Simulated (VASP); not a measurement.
Here is a VASP 6.6.1 calculation.

The input INCAR:

```
ALGO = Normal
EDIFF = 1E-6
ENCUT = 520
GGA = PE
ISIF = 2
ISMEAR = -1
IVDW = 12
LASPH = T
LCHARG = T
LELF = T
LREAL = F
LVHAR = T
LWAVE = F
NBANDS = 36
NELM = 100
PREC = Accurate
SIGMA = 0.05
```

KPOINTS

```
k-points
0
Gamma
  1 1 1
```

Contents of POSCAR:

```
HF
1.0
    5.4647890000      0.0000000000      0.0000000000
    0.0000000000      5.4647890000      0.0000000000
    0.0000000000      0.0000000000      5.4647890000
F H
6 6
Direct
    1.1367136041      0.4247373503      0.3361886433
    0.8435458350     -0.1581213840      0.4001984340
    0.3442035914      0.4408404423      0.9507960875
    0.6859734200      0.7246025418      0.9893520134
    0.9792326840      0.1198765405      0.7215466142
    0.2975961194     -0.1257688083      0.2099623609
    1.2480628255      0.4435852876      0.2085167424
    0.7974324352     -0.2343548854      0.1178453551
    0.4328071953      0.5944419812      0.9186996973
    0.2473654518      1.0409368047      0.2262301436
    0.8946182552     -0.0267713904      0.7262494490
    0.9844112920     -0.2880989550      0.3830523008
```

Potentials or basis: VASP PAW PBE potentials, release 64 (F, H).

The run is started by

```console
$ cat potpaw_PBE.64/F/POTCAR potpaw_PBE.64/H/POTCAR > POTCAR
$ mpirun -np 1 vasp_gam > vasp.out
```

Task: What does it give for the band gap on the k mesh?

Result: 6.26 eV.

Task: Predict the largest force.

Result: 3.493 eV/Å.

Stress tensor (GPa, compression positive):
```
 0.84  3.27 -0.45
 3.27 -1.53  0.20
-0.45  0.20  3.24
```

Caveat: the k points lie up to 1.15 Å⁻¹ apart.
